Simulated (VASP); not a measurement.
## Ca: relaxation of cell and atoms with PBEsol

The system is Ca.

```xyz
1
Lattice="-2.1569 2.1569 2.1569 2.1569 -2.1569 2.1569 2.1569 2.1569 -2.1569" Properties=species:S:1:pos:R:3 pbc="T T T"
Ca    0.0000    0.0000    0.0000
```

```
Program                : VASP 6.6.1
Task                   : relaxation of cell and atoms
Functional             : PBEsol
Potentials or basis    : VASP PAW PBE potentials, release 64 (Ca_sv)
Cutoff                 : 600 eV
k mesh                 : 18 × 18 × 18
Occupations            : gaussian, width 0.1 eV
Spin                   : no spin polarisation
Dipole correction      : no
Further INCAR settings : ALGO = Normal; EDIFF = 1e-06; IBRION = 2; EDIFFG = -0.01; NSW = 100; ISIF = 3
```

The relaxed volume is 40.42 Å³/atom, the relaxed cell is a = 3.745 Å, b = 3.745 Å, c = 3.745 Å, α = 109.47°, β = 109.47°, γ = 109.47° and the space group after relaxing (to 0.05 Å) is Im-3m (No. 229). The energy gained by relaxing is 0.1 meV/atom and the ionic steps are 3. The pressure after relaxing is 0.0 GPa and the band gap on the k mesh is zero (band 5 reaches 2.37 eV, above the bottom of band 6 at 2.09 eV).

The path:
```
step  energy change (eV)  largest force (eV/Å)  pressure (GPa)  volume (Å³)
   1              0.0000                0.0000            0.12        40.14
   2             -0.0001                0.0000            0.05        40.31
   3             -0.0001                0.0000            0.00        40.42
```

Final structure:
```
Ca
1.0
    -2.16193    2.16193    2.16193
     2.16193   -2.16193    2.16193
     2.16193    2.16193   -2.16193
Ca
1
Direct
  0.00000 0.00000 0.00000
```

Levels at points of the mesh, in eV from the Fermi level:
```
           k point  band 2  band 3  band 4  band 5  band 6  band 7  band 8  band 9
(0.00, 0.00, 0.00)  -22.78  -22.78  -22.78   -4.17    2.33    2.33    2.33    3.45
(0.50, 0.00, 0.00)  -22.94  -22.83  -22.78   -0.96    0.00    1.32    3.35    3.74
(0.50, 0.50, 0.50)  -22.90  -22.90  -22.90   -0.02   -0.02    4.07    4.07    4.07
```

Run time: 120 s on 1 thread of Intel(R) Xeon(R) Platinum 8488C (Sapphire Rapids), with other jobs on the host, peak memory 0.24 GiB.

Caveat: the PAW data sets were made with another functional, which shifts forces and pressure a little.
